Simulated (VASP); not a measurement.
# SiC (P6_3mc) in VASP: notebook

The runs below take SiC through single point, with HSE06.

Everything below comes from runs of VASP 6.6.1. Logs are shortened: lines on timing, memory, paths and dates and some standing lists are left out, and cuts for length are marked.

## (1) The cell of the first run

It takes space group P6_3mc (No. 186, hexagonal). Conventional cell: a = 3.045 Å, b = 3.045 Å, c = 4.998 Å, α = 90.00°, β = 90.00°, γ = 120.00°. Within 2.5 Å of Si (site symmetry 3m) lie 4 C at 1.86 to 1.88 Å. C (site symmetry 3m) has 4 Si at 1.86 to 1.88 Å within 2.5 Å.

## (2) Single point, HSE06 (strain -1.0%)

Contents of POSCAR:

```
SiC
1.0
    3.0446026768      0.0000000000      0.0000000000
   -1.5223013384      2.6367032626      0.0000000000
    0.0000000000      0.0000000000      4.9976270101
Si C
2 2
Direct
    0.3333333333      0.6666666667     -0.0003967663
    0.6666666667      0.3333333333      0.4996032337
    0.3333333333      0.6666666667      0.3753967663
    0.6666666667      0.3333333333      0.8753967663
```

Contents of INCAR.step1:

```
SYSTEM = SiC
ALGO     = Normal         ! electronic algorithm
EDIFF    = 1E-5           ! SCF threshold, eV
ENCUT    = 520            ! plane-wave cutoff, eV
GGA      = PE             ! functional
ISIF     = 2              ! what is computed and relaxed
ISMEAR   = 0              ! smearing method
LASPH    = .True.         ! aspherical terms in the spheres
LCHARG   = .False.        ! write CHGCAR
LREAL    = .False.        ! projectors in reciprocal space
LWAVE    = .True.         ! write WAVECAR
NBANDS   = 16             ! bands
NELM     = 60             ! most SCF steps
PREC     = Accurate       ! precision mode
SIGMA    = 0.01           ! smearing width, eV
```

Contents of INCAR.step2:

```
SYSTEM = SiC
ALGO     = Normal         ! electronic algorithm
EDIFF    = 1E-7           ! SCF threshold, eV
ENCUT    = 520            ! plane-wave cutoff, eV
GGA      = PE             ! functional
HFSCREEN = 0.2079         ! screening, 1/A
ISIF     = 2              ! what is computed and relaxed
ISMEAR   = 0              ! smearing method
ISTART   = 1            
LASPH    = .True.         ! aspherical terms in the spheres
LCHARG   = .False.        ! write CHGCAR
LHFCALC  = .True.         ! exact exchange
LREAL    = .False.        ! projectors in reciprocal space
LWAVE    = .False.        ! write WAVECAR
NBANDS   = 16             ! bands
NELM     = 60             ! most SCF steps
PREC     = Accurate       ! precision mode
PRECFOCK = Normal       
SIGMA    = 0.01           ! smearing width, eV
```

Contents of KPOINTS:

```
k-points
0
Gamma
  6 6 4
  0 0 0
```

Potentials or basis: VASP PAW PBE potentials, release 64 (Si, C).

Started as:

```bash
cat potpaw_PBE.64/Si/POTCAR potpaw_PBE.64/C/POTCAR > POTCAR
cp INCAR.step1 INCAR
mpirun -np 1 vasp_std > vasp.out
cp INCAR.step2 INCAR
mpirun -np 1 vasp_std > vasp.out
```

OUTCAR:

```text
SYSTEM = SiC
   EDIFF = 1E-7
   ENCUT = 520
   GGA = PE
   HFSCREEN = 0.2079
   ISIF = 2
   ISMEAR = 0
   ISTART = 1
   LASPH = .True.
   LHFCALC = .True.
   LREAL = .False.
   NELM = 60
   PREC = Accurate
   PRECFOCK = Normal

 ion  position               nearest neighbor table
   1  0.333  0.667  1.000-   4 1.86   4 1.86   4 1.86   3 1.88   2 3.06   2 3.06   2 3.06   2 3.06
                             2 3.06   2 3.06
   2  0.667  0.333  0.500-   3 1.86   3 1.86   3 1.86   4 1.88   1 3.06   1 3.06   1 3.06   1 3.06
                             1 3.06   1 3.06
   3  0.333  0.667  0.375-   2 1.86   2 1.86   2 1.86   1 1.88
   4  0.667  0.333  0.875-   1 1.86   1 1.86   1 1.86   2 1.88

  LATTYP: Found a hexagonal cell.
 ALAT       =     3.0446026768
 C/A-ratio  =     1.6414710032

  Lattice vectors:

 A1 = (   3.0446026768,   0.0000000000,   0.0000000000)
 A2 = (  -1.5223013384,   2.6367032626,   0.0000000000)
 A3 = (   0.0000000000,   0.0000000000,   4.9976270101)

Analysis of symmetry for initial positions (statically):
=====================================================================
 Subroutine PRICEL returns:
 Original cell was already a primitive cell.

 Routine SETGRP: Setting up the symmetry group for a
 hexagonal supercell.

 Subroutine GETGRP returns: Found 12 space group operations
 (whereof  6 operations were pure point group operations)
 out of a pool of 24 trial point group operations.

The static configuration has the point symmetry C_3v.
 The point group associated with its full space group is C_6v.

Analysis of symmetry for dynamics (positions and initial velocities):
=====================================================================
 Subroutine PRICEL returns:
 Original cell was already a primitive cell.

 Routine SETGRP: Setting up the symmetry group for a
 hexagonal supercell.

 Subroutine GETGRP returns: Found 12 space group operations
 (whereof  6 operations were pure point group operations)
 out of a pool of 24 trial point group operations.

The dynamic configuration has the point symmetry C_3v.
 The point group associated with its full space group is C_6v.

 Subroutine INISYM returns: Found 12 space group operations
 (whereof  6 operations are pure point group operations),
 and found     1 'primitive' translations

----------------------------------------------------------------------------------------

                                     Primitive cell

  volume of cell :      40.1195

  direct lattice vectors                    reciprocal lattice vectors
     3.044602677  0.000000000  0.000000000     0.328450082  0.189630743  0.000000000
    -1.522301338  2.636703263  0.000000000     0.000000000  0.379261487  0.000000000
     0.000000000  0.000000000  4.997627010     0.000000000  0.000000000  0.200094965

  length of vectors
     3.044602677  3.044602677  4.997627010     0.379261487  0.379261487  0.200094965

  position of ions in fractional coordinates (direct lattice)
     0.333333333  0.666666667  0.999603234
     0.666666667  0.333333333  0.499603234
     0.333333333  0.666666667  0.375396766
     0.666666667  0.333333333  0.875396766

  ion indices of the primitive-cell ions
   primitive index   ion index
                 1           1
                 2           2
                 3           3
                 4           4

----------------------------------------------------------------------------------------

 KPOINTS: k-points

Automatic generation of k-mesh.
 Grid dimensions read from file:
 generate k-points for:    6    6    4

 Generating k-lattice:

  Cartesian coordinates                     Fractional coordinates (reciprocal lattice)
     0.054741680  0.031605124  0.000000000     0.166666667  0.000000000  0.000000000
     0.000000000  0.063210248  0.000000000     0.000000000  0.166666667  0.000000000
     0.000000000  0.000000000  0.050023741     0.000000000  0.000000000  0.250000000

  Length of vectors
     0.063210248  0.063210248  0.050023741

  Shift w.r.t. Gamma in fractional coordinates (k-lattice)
     0.000000000  0.000000000  0.000000000

 Subroutine IBZKPT returns following result:
 ===========================================

 Found     21 irreducible k-points:

 Following reciprocal coordinates:
            Coordinates               Weight
  0.000000  0.000000  0.000000      1.000000
  0.166667 -0.000000  0.000000      6.000000
  0.333333 -0.000000  0.000000      6.000000
  0.500000  0.000000  0.000000      3.000000
  0.166667  0.166667  0.000000      6.000000
  0.333333  0.166667  0.000000     12.000000
[... 13 lines left out ...]
  0.333333  0.166667  0.500000     12.000000
  0.333333  0.333333  0.500000      2.000000
   k-points           NKPTS =     21   k-points in BZ     NKDIM =    144   number of bands    NBANDS=     16
   number of dos      NEDOS =    301   number of ions     NIONS =      4
   total plane-waves  NPLWV =  23040
   dimension x,y,z NGX =    24 NGY =   24 NGZ =   40
[... 35 lines left out ...]
  volume/ion in A,a.u.               =      10.03        67.68
  Fermi-wavevector in a.u.,A,eV,Ry     =   1.205026  2.277168 19.756837  1.452087
  Thomas-Fermi vector in A             =   2.340734
   LORBIT       =      0    0 simple, 1 ext, 2 COOP (PROOUT), +10 PAW based schemes
   GGA     = PE    functional components
   LHFCALC =     T    Hartree Fock is set to
   PRECFOCK=normal    Normal, Fast or Accurate (Low or Medium for compatibility)
   ENCUT4O =  -1.0   cutoff for four orbital integrals eV
   NKREDX  =     1    reduce k-point grid by
   NKREDY  =     1    reduce k-point grid by
   NKREDZ  =     1    reduce k-point grid by
   AEXX    =    0.2500 exact exchange contribution
   HFSCREEN=    0.2079 screening length (either q_TF or 0.3 A-1)
   HFSCREENC=   0.2079 screening length for correlation (either q_TF or 0.3 A-1)
   ENCUTFOCK=  -1.0 apply spherical cutoff to Coloumb kernel
   IVDW    =     0    specifies the selected vdW correction
   LEPSILON=     F    determine dielectric tensor
   LRPA    =     F    only Hartree local field effects (RPA)
 non-spin polarized calculation
 Gauss-broadening in eV      SIGMA  =   0.01
  energy-cutoff  :      520.00
  volume of cell :       40.12
 maximum number of plane-waves:      1105
 NGX is ok and might be reduce to    24
  NGX = 18; NGY = 18; NGZ = 28

 number of electron      15.9999999 magnetization

 Free energy of the ion-electron system (eV)
  ---------------------------------------------------
  ext. energy  EPLUGINS =         0.00000000
  ---------------------------------------------------
  free energy    TOTEN  =       -34.81448499 eV

  energy without entropy =      -34.81448499  energy(sigma->0) =      -34.81448499

 E-fermi :   8.0719     XC(G=0):  -9.4531

 val. band max:        8.0074470250   @ k =   0.0000   0.0000   0.0000
 cond. band min:      11.1220613438   @ k =   0.3333   0.3333   0.0000
 fundamental gap:      3.1146143187
 Fermi energy:         8.0719250072

 k-point     1 :       0.0000    0.0000    0.0000
  band No.  band energies     occupation
      1      -9.4255      2.00000
      2      -5.4576      2.00000
      3      -1.7165      2.00000
      4       6.5315      2.00000
      5       6.5315      2.00000
      6       7.8878      2.00000
[... 8 lines left out ...]
     15      18.5979      0.00000
     16      21.2680      0.00000

 k-point     2 :       0.1667   -0.0000    0.0000
  band No.  band energies     occupation
      1      -8.8924      2.00000
      2      -5.0110      2.00000
      3      -1.2164      2.00000
      4       4.1491      2.00000
      5       5.7648      2.00000
      6       6.2840      2.00000
[... 8 lines left out ...]
     15      19.1292      0.00000
     16      19.5360      0.00000

 k-point     3 :       0.3333   -0.0000    0.0000
  band No.  band energies     occupation
      1      -7.3671      2.00000
      2      -3.9590      2.00000
      3      -0.2223      2.00000
      4       1.0441      2.00000
      5       3.1577      2.00000
      6       4.7015      2.00000
[... 8 lines left out ...]
     15      20.7123      0.00000
     16      22.1982      0.00000
[... 305 lines left out ...]
 k-point    20 :       0.3333    0.1667    0.5000
  band No.  band energies     occupation
      1      -4.9484      2.00000
      2      -4.9484      2.00000
      3      -0.3345      2.00000
      4      -0.3345      2.00000
      5       3.4506      2.00000
      6       3.4506      2.00000
[... 8 lines left out ...]
     15      21.6665      0.00000
     16      21.6665      0.00000

 k-point    21 :       0.3333    0.3333    0.5000
  band No.  band energies     occupation
      1      -4.1038      2.00000
      2      -4.1038      2.00000
      3      -0.5807      2.00000
      4      -0.5807      2.00000
      5       1.7025      2.00000
      6       1.7025      2.00000
[... 8 lines left out ...]
     15      21.2103      0.00000
     16      21.2103      0.00000

------------------------ aborting loop because EDIFF is reached ----------------------------------------

  FORCE on cell =-STRESS in cart. coord.  units (eV):
  Direction    XX          YY          ZZ          XY          YZ          ZX
  --------------------------------------------------------------------------------------
  -------------------------------------------------------------------------------------
  Total        1.4837741      1.4837741      1.3240888      0.0000000      0.0000000     -0.0000000
  in kB       59.2546769     59.2546769     52.8776307      0.0000000      0.0000000     -0.0000000
  external PRESSURE =      57.1289948 kB  Pullay stress =       0.0000000 kB

 VOLUME and BASIS-vectors are now :
 -----------------------------------------------------------------------------
  energy-cutoff  :      520.00
  volume of cell :       40.12
      direct lattice vectors                 reciprocal lattice vectors
     3.044602677  0.000000000  0.000000000     0.328450082  0.189630743  0.000000000
    -1.522301338  2.636703263  0.000000000     0.000000000  0.379261487  0.000000000
     0.000000000  0.000000000  4.997627010     0.000000000  0.000000000  0.200094965

 POSITION                                       TOTAL-FORCE (eV/Angst)
 -----------------------------------------------------------------------------------
     -0.00000      1.75780      4.99564        -0.000000      0.000000     -0.015285
      1.52230      0.87890      2.49683         0.000000     -0.000000     -0.015285
     -0.00000      1.75780      1.87609        -0.000000     -0.000000      0.015285
      1.52230      0.87890      4.37491         0.000000      0.000000      0.015285
 -----------------------------------------------------------------------------------
    total drift:                                0.000000     -0.000000     -0.000028

  FREE ENERGIE OF THE ION-ELECTRON SYSTEM (eV)
  ---------------------------------------------------
  free  energy   TOTEN  =       -34.8144849939 eV

  energy  without entropy=      -34.8144849939  energy(sigma->0) =      -34.81448499
```

Run time: 22 min. Hardware: 1 thread of AMD EPYC 7R13 (Zen 3), shared host; peak memory 0.23 GiB.

What came out:

| Property | Result |
| --- | --- |
| Free energy | -34.8145 eV |
| Pressure | 5.7 GPa |
| Largest force | 0.015 eV/Å |
| Band gap on the k mesh | 3.11 eV (least direct gap 5.14 eV) |

Forces in eV/Å, atoms in the order of the input:
```
Si   0.000  0.000 -0.015
Si   0.000  0.000 -0.015
C    0.000  0.000  0.015
C    0.000  0.000  0.015
```

Stress tensor (GPa, compression positive):
```
5.93 0.00 0.00
0.00 5.93 0.00
0.00 0.00 5.29
```

Caveat: the cell differs from its parent crystal (strain -1.0%); the cell stands under pressure; the PAW data sets were made with another functional, which shifts forces and pressure a little.

## (3) Single point, HSE06 (strain +2.0%)

Contents of POSCAR:

```
SiC
1.0
    3.1368633640      0.0000000000      0.0000000000
   -1.5684316820      2.7166033614      0.0000000000
    0.0000000000      0.0000000000      5.1490702528
Si C
2 2
Direct
    0.3333333333      0.6666666667     -0.0004677755
    0.6666666667      0.3333333333      0.4995322245
    0.3333333333      0.6666666667      0.3754677755
    0.6666666667      0.3333333333      0.8754677755
```

Contents of INCAR.step1:

```
PREC = Accurate
ENCUT = 520
EDIFF = 1E-5
ISMEAR = 0
SIGMA = 0.01
LREAL = False
LASPH = True
NELM = 100
ALGO = Normal
ISIF = 2
LWAVE = True
GGA = PE
NBANDS = 16
```

Contents of INCAR.step2:

```
PREC = Accurate
ENCUT = 520
EDIFF = 1E-7
ISMEAR = 0
SIGMA = 0.01
LREAL = False
LASPH = True
NELM = 100
ALGO = Normal
ISIF = 2
LWAVE = False
LCHARG = True
GGA = PE
LHFCALC = True
HFSCREEN = 0.2079
PRECFOCK = Normal
LELF = True
LVHAR = True
ISTART = 1
NBANDS = 16
```

Contents of KPOINTS:

```
regular mesh
0
Gamma
  6 6 4
```

Potentials or basis: VASP PAW PBE potentials, release 64 (Si, C).

Started as:

```bash
cat potpaw_PBE.64/Si/POTCAR potpaw_PBE.64/C/POTCAR > POTCAR
cp INCAR.step1 INCAR
mpirun -np 1 vasp_std > vasp.out
cp INCAR.step2 INCAR
mpirun -np 1 vasp_std > vasp.out
```

It took 12 min on 1 thread of AMD EPYC 9R45 (Zen 5), shared host; peak memory 0.23 GiB.

It converged, with:

* Free energy: -34.7066 eV
* Pressure: -13.6 GPa
* Largest force: 0.017 eV/Å
* Band gap on the k mesh: 3.26 eV (least direct gap 4.92 eV)

Forces in eV/Å, atoms in the order of the input:
```
Si   0.000  0.000 -0.017
Si   0.000  0.000 -0.017
C    0.000  0.000  0.017
C    0.000  0.000  0.017
```

Stress tensor (GPa, compression positive):
```
-13.54   0.00   0.00
  0.00 -13.54   0.00
  0.00   0.00 -13.71
```

Levels at points of the mesh, in eV from the valence-band top:
```csv
k point,band 4,band 5,band 6,band 7,band 8,band 9,band 10,band 11,band 12,band 13
"(0.00, 0.00, 0.00)",-1.43,-1.43,-0.11,0.00,0.00,5.44,6.80,7.51,7.51,8.54
"(0.50, 0.00, 0.00)",-6.78,-5.71,-3.53,-3.34,-1.30,3.62,5.18,7.63,8.11,10.94
"(0.00, 0.00, 0.50)",-4.75,-0.78,-0.78,-0.78,-0.78,6.57,6.57,8.27,8.27,8.27
"(0.50, 0.00, 0.50)",-8.78,-2.60,-2.60,-2.48,-2.48,4.12,4.12,6.10,6.10,11.44
```

Caveat: the cell differs from its parent crystal (strain +2.0%); the cell stands under tension; the PAW data sets were made with another functional, which shifts forces and pressure a little. A k mesh can miss the band edges.

## (4) Single point, HSE06 (strain +1.0%)

Contents of POSCAR:

```
SiC
1.0
    3.1061098016      0.0000000000      0.0000000000
   -1.5530549008      2.6899699951      0.0000000000
    0.0000000000      0.0000000000      5.0985891719
Si C
2 2
Direct
    0.3333333333      0.6666666667     -0.0004083989
    0.6666666667      0.3333333333      0.4995916011
    0.3333333333      0.6666666667      0.3754083989
    0.6666666667      0.3333333333      0.8754083989
```

Contents of INCAR.step1:

```
ALGO = Normal
EDIFF = 1E-5
ENCUT = 520
GGA = PE
ISIF = 2
ISMEAR = 0
LASPH = True
LCHARG = False
LREAL = False
LWAVE = True
NBANDS = 16
NELM = 100
PREC = Accurate
SIGMA = 0.01
```

Contents of INCAR.step2:

```
ALGO = Normal
EDIFF = 1E-7
ENCUT = 520
GGA = PE
HFSCREEN = 0.2079
ISIF = 2
ISMEAR = 0
ISTART = 1
LASPH = True
LCHARG = False
LHFCALC = True
LREAL = False
LWAVE = False
NBANDS = 16
NELM = 100
PREC = Accurate
PRECFOCK = Normal
SIGMA = 0.01
```

Contents of KPOINTS:

```
k-points
0
Gamma
  6 6 4
```

Started as:

```bash
cat potpaw_PBE.64/Si/POTCAR potpaw_PBE.64/C/POTCAR > POTCAR
cp INCAR.step1 INCAR
mpirun -np 1 vasp_std > vasp.out
cp INCAR.step2 INCAR
mpirun -np 1 vasp_std > vasp.out
```

It took 30 min on 1 thread of Intel Xeon Platinum 8259CL at 2.50GHz (Skylake/Cascade Lake), shared host; peak memory 0.26 GiB.

The run converged. Its results:

| Property | Result |
| --- | --- |
| Free energy | -34.7928 eV |
| Pressure | -8.0 GPa |
| Largest force | 0.023 eV/Å |
| Band gap on the k mesh | 3.21 eV (least direct gap 4.99 eV) |

Forces in eV/Å, atoms in the order of the input:
```
Si   0.000  0.000 -0.023
Si   0.000  0.000 -0.023
C    0.000  0.000  0.023
C    0.000  0.000  0.023
```

Stress tensor (GPa, compression positive):
```
-7.87  0.00  0.00
 0.00 -7.87  0.00
 0.00  0.00 -8.15
```

Levels at points of the mesh, in eV from the valence-band top:
```
           k point  band 6  band 7  band 8  band 9  band 10  band 11
(0.00, 0.00, 0.00)   -0.12    0.00    0.00    5.70     7.14     7.70
(0.50, 0.00, 0.00)   -3.59   -3.43   -1.32    3.68     5.22     7.87
(0.00, 0.00, 0.50)   -0.79   -0.79   -0.79    6.84     6.84     8.44
(0.50, 0.00, 0.50)   -2.65   -2.52   -2.52    4.20     4.20     6.23
```

Caveat: the cell differs from its parent crystal (strain +1.0%); the cell stands under tension; the PAW data sets were made with another functional, which shifts forces and pressure a little. A k mesh can miss the band edges.

## (5) Overview

```csv
cell,gap on the mesh (eV),pressure (GPa),largest force (eV/Å)
"a = 3.045, b = 3.045, c = 4.998 Å, angles 90.0, 90.0, 120.0°, 4 atoms",3.11,5.7,0.02
"a = 3.137, b = 3.137, c = 5.149 Å, angles 90.0, 90.0, 120.0°, 4 atoms",3.26,-13.6,0.02
"a = 3.106, b = 3.106, c = 5.099 Å, angles 90.0, 90.0, 120.0°, 4 atoms",3.21,-8.0,0.02
```

Alike in all rows: task single point; level HSE06; potentials or basis VASP PAW PBE potentials, release 64 (Si, C); no spin polarisation; k mesh 6 × 6 × 4; cutoff (eV) 520; smearing gaussian 0.01 eV.

Caveats: the PAW data sets were made with another functional, which shifts forces and pressure a little; the cell stands under tension (at least some runs); the cell stands under pressure (at least some runs).

Absolute energies hang on the potentials; compare differences alone.
